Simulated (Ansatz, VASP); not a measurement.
## One calculation of HfO2, two programs

The input INCAR:

```
SYSTEM = HfO2
ALGO = Normal
EDIFF = 1E-6
ENCUT = 520
GGA = PE
ISIF = 2
ISMEAR = 0
LASPH = .TRUE.
LCHARG = .FALSE.
LREAL = .FALSE.
LWAVE = .FALSE.
NBANDS = 18
NELM = 80
PREC = Accurate
SIGMA = 0.05
```

File KPOINTS:

```
k-points
0
G
  8 8 8
  0 0 0
```

Contents of POSCAR:

```
HfO2
1.0
    0.0000000000      2.6151238871      2.6151238871
    2.6151238871      0.0000000000      2.6151238871
    2.6151238871      2.6151238871      0.0000000000
Hf O
1 2
Direct
    0.0000000000      0.0000000000      0.0000000000
    0.2500000000      0.2500000000      0.2500000000
    0.7500000000      0.7500000000      0.7500000000
```

Input for Ansatz:

```yaml
crystal:
  lattice:
    - [0.0, 2.6151238871, 2.6151238871]
    - [2.6151238871, 0.0, 2.6151238871]
    - [2.6151238871, 2.6151238871, 0.0]
  atoms:
    - { symbol: Hf, position: [0.0, 0.0, 0.0] }
    - { symbol: O, position: [0.25, 0.25, 0.25] }
    - { symbol: O, position: [0.75, 0.75, 0.75] }
basis:
  ecutwfc: 520.0
kpoints:
  mp_grid: { grid: [8, 8, 8] }
hamiltonian:
  xc: pbe
  pseudopotentials: { kind: paw, azcp: { folder: soft_1 } }
scf:
  occupations: { method: gaussian, width: 0.05 }
output:
  forces: true
  stress: true
  eigenvalues: true
```

Alike in both runs: task single point; functional PBE; k mesh 8 × 8 × 8; occupations gaussian, width 0.05 eV; no spin polarisation.

|  | VASP | Ansatz |
| --- | --- | --- |
| version | VASP 6.6.1 | Ansatz 0.2.0 |
| potentials or method | VASP PAW PBE potentials, release 64 (Hf_pv, O), cutoff 520 eV | scalar-relativistic, plane waves, PAW |
| valence electrons in the cell | 22 | 38 |

```csv
,VASP,Ansatz,Ansatz less VASP
gap on the k mesh at the Fermi level (eV),3.54,3.55,+0.008
least direct gap on the mesh (eV),3.54,3.55,+0.008
pressure (GPa),-19.0,-16.1,+2.93
```

VASP's potentials hold 22 valence electrons a cell and Ansatz's 38, so a difference there can come from the potentials and not from the codes.

Spin-orbit coupling is off throughout.
